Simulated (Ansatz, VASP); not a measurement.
KTaO3: VASP beside Ansatz

Contents of INCAR:

```
PREC = Accurate
ENCUT = 520
EDIFF = 1E-6
ISMEAR = 0
SIGMA = 0.02
LREAL = F
LASPH = T
NELM = 100
ALGO = Normal
ISIF = 2
LWAVE = F
LCHARG = F
GGA = PE
NBANDS = 27
```

KPOINTS

```
Automatic mesh
0
Gamma
  8 8 8
```

Contents of POSCAR:

```
KTaO3
1.0
    4.1543280690      0.0000000000      0.0000000000
    0.0000000000      4.1543280690      0.0000000000
    0.0000000000      0.0000000000      4.1543280690
K Ta O
1 1 3
Direct
    0.0000000000      0.0000000000      0.0000000000
    0.5000000000      0.5000000000      0.5000000000
    0.5000000000      0.0000000000      0.5000000000
    0.5000000000      0.5000000000      0.0000000000
    0.0000000000      0.5000000000      0.5000000000
```

Input for Ansatz:

```yaml
crystal:
  lattice:
    - [4.154328069, 0.0, 0.0]
    - [0.0, 4.154328069, 0.0]
    - [0.0, 0.0, 4.154328069]
  atoms:
    - { symbol: K, position: [0.0, 0.0, 0.0] }
    - { symbol: Ta, position: [0.5, 0.5, 0.5] }
    - { symbol: O, position: [0.5, 0.0, 0.5] }
    - { symbol: O, position: [0.5, 0.5, 0.0] }
    - { symbol: O, position: [0.0, 0.5, 0.5] }
basis:
  ecutwfc: 420
kpoints:
  mp_grid: { grid: [8, 8, 8] }
hamiltonian:
  xc: pbe
scf:
  occupations: { method: gaussian, width: 0.02 }
output:
  forces: true
  stress: true
  eigenvalues: true
```

Alike in both runs: task single point; functional PBE; k mesh 8 × 8 × 8; occupations gaussian, width 0.02 eV; no spin polarisation.

|  | VASP | Ansatz |
| --- | --- | --- |
| version | VASP 6.6.1 | Ansatz 0.2.0 |
| potentials or method | VASP PAW PBE potentials, release 64 (K_sv, Ta_pv, O), cutoff 520 eV | scalar-relativistic, plane waves, PAW |
| valence electrons in the cell | 38 | 40 |

Ansatz gave:

* gap on the k mesh at the Fermi level (eV): 1.93
* least direct gap on the mesh (eV): 2.57
* pressure (GPa): -14.5

Task: Estimate VASP's values.

Result: gap on the k mesh at the Fermi level (eV): 1.89; least direct gap on the mesh (eV): 2.53; pressure (GPa): -14.1.

VASP's potentials hold 38 valence electrons a cell and Ansatz's 40, so a difference there can come from the potentials and not from the codes.

Neither program's run includes spin-orbit coupling.
